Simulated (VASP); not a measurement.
A run of VASP 6.6.1 is set up as follows.

INCAR

```
SYSTEM = Ga
  PREC = Accurate
  ENCUT = 520
  EDIFF = 1E-6
  ISMEAR = -1
  SIGMA = 0.03
  LREAL = .FALSE.
  LASPH = .TRUE.
  NELM = 60
  ALGO = Normal
  ISIF = 2
  LWAVE = .FALSE.
  LCHARG = .FALSE.
  GGA = PS
  NBANDS = 12
```

File KPOINTS:

```
regular mesh
0
G
  16 16 16
  0 0 0
```

File POSCAR:

```
Ga
1.0
   -1.4040000000      1.4040000000      2.2067100000
    1.4040000000     -1.4040000000      2.2067100000
    1.4040000000      1.4040000000     -2.2067100000
Ga
1
Direct
    0.0000000000      0.0000000000      0.0000000000
```

Potentials or basis: VASP PAW PBE potentials, release 64 (Ga_d).

Command:

```bash
$ cat potpaw_PBE.64/Ga_d/POTCAR > POTCAR
$ mpirun -np 1 vasp_std > vasp.out
```

Problem. Estimate the pressure.

Solution. 1.2 GPa.

Stress tensor (GPa, compression positive):
```
1.26 0.00 0.00
0.00 1.26 0.00
0.00 0.00 1.13
```

Caveat: the cell differs from its parent crystal (zz strain of -1 %); the PAW data sets were made with another functional, which shifts forces and pressure a little.
